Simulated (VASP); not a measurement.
A run of VASP 6.6.1:

The input INCAR:

```
SYSTEM = MgO
  ALGO = Normal
  EDIFF = 1E-6
  ENCUT = 520
  GGA = PS
  ISIF = 2
  ISMEAR = -1
  LASPH = .TRUE.
  LCHARG = .FALSE.
  LREAL = Auto
  LWAVE = .FALSE.
  NBANDS = 66
  NELM = 100
  PREC = Accurate
  SIGMA = 0.02
```

KPOINTS

```
k-points
0
G
  2 2 1
  0 0 0
```

The input POSCAR:

```
MgO
1.0
    5.5012910000      0.0000000000      0.0000000000
    2.7506450000      4.7642580000      0.0000000000
    0.0000000000      0.0000000000     16.6147310000
Mg O
12 12
Direct
    0.0000000000      0.0000000000      0.0601875528
   -0.0000010465      0.4999939130      0.0601875528
    0.4999917292      0.0000000000      0.0601875528
    0.5000088603      0.4999939130      0.0601875528
    0.7124561168      0.6476559414      0.2236870401
    0.6972974215      0.1562048067      0.2119143548
    0.2150840278      0.6118056579      0.2371750707
    0.2003712540      0.1377129450      0.2024649090
    0.3310201109      0.1287923534      0.3643814637
    0.3669836196      0.9267340266      0.5196834062
    0.7634645782      0.3996005254      0.4016195026
    0.9763880923      0.7850540420      0.4113819237
    0.3333407547      0.8333301849      0.1277721559
    0.3333236236      0.3333362719      0.1277721559
    0.8333324839      0.8333301849      0.1277721559
    0.8333335303      0.3333362719      0.1277721559
    1.0233673959      0.4350100267      0.2916748998
    1.0089703408     -0.0231725486      0.3058671248
    0.5537202149      0.4976010955      0.2981209867
    0.5237558297      0.0195833223      0.2711750193
    0.4226730837      0.3244156803      0.4633538755
    0.6266763020      0.8157618668      0.4315266976
    0.0807561163      0.1770265170      0.4676873794
    0.2423464129      0.5978895349      0.5136044634
```

Potentials or basis: VASP PAW PBE potentials, release 64 (Mg, O).

Launch:

```bash
$ cat potpaw_PBE.64/Mg/POTCAR potpaw_PBE.64/O/POTCAR > POTCAR
$ mpirun -np 1 vasp_std > vasp.out
```

Hardware: 1 thread of Intel(R) Xeon(R) Platinum 8488C (Sapphire Rapids) (shared host).

Q: How long does it take, and how much memory?

A: Wall time 4.6 min on 1 thread of Intel(R) Xeon(R) Platinum 8488C (Sapphire Rapids) (shared host), peak memory 0.5 GiB. Counts: scf iterations 27, k points 4.
